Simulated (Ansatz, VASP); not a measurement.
# One calculation of TaF4, two programs

```
CELL_PARAMETERS angstrom
3.55325 -0.00250 -0.02323
-0.00256 3.55480 -0.01326
-0.08155 -0.04627 12.18162
ATOMIC_POSITIONS crystal
Ta 0.00237 0.99795 0.50139
Ta 0.99798 0.00262 0.99861
F 0.50127 0.00362 0.09178
F 0.50627 0.00012 0.59463
F 0.99870 0.49523 0.40821
F 0.99473 0.50031 0.90544
F 0.49841 0.99502 0.40832
F 0.49412 0.00055 0.90549
F 0.00037 0.50439 0.09166
F 0.00578 0.50018 0.59448
```

Change from the starting cell: cell x2, atoms moved at random (sigma 0.05 Å) and cell strained at random (1.5 %), then relaxed without symmetry.

Alike in both runs: functional PBE; k mesh 6 × 6 × 2; occupations gaussian, width 0.2 eV; collinear spin.

Ansatz relaxed the structure, and its values are those at the end. VASP's run is a single point on that final structure, the one shown.

|  | VASP | Ansatz |
| --- | --- | --- |
| version | VASP 6.6.1 | Ansatz 0.2.0 |
| potentials or method | VASP PAW PBE potentials, release 64 (Ta_pv, F), cutoff 520 eV | scalar-relativistic, plane waves, PAW |
| valence electrons in the cell | 78 | 82 |

Ansatz gave:

| Item | Value |
| --- | --- |
| gap on the k mesh at the Fermi level (eV) | none |
| pressure (GPa) | 0.0 |
| rms of the force components (eV/Å) | 0.005 |
| net moment per atom (μB) | 0.20 |
| size of the moment on the site where the two differ most (μB) | 0.50 |

Q: Estimate VASP's values.

A: gap on the k mesh at the Fermi level (eV): none; pressure (GPa): 0.1; rms of the force components (eV/Å): 0.021; net moment per atom (μB): 0.20; size of the moment on the site where the two differ most (μB): 0.84.

Site moments also hang on the region over which each program counts them. A gap of «none» marks a metal or a gap that the smearing closes. VASP's potentials hold 78 valence electrons a cell and Ansatz's 82, so a difference there can come from the potentials and not from the codes.

Neither program's run includes spin-orbit coupling.
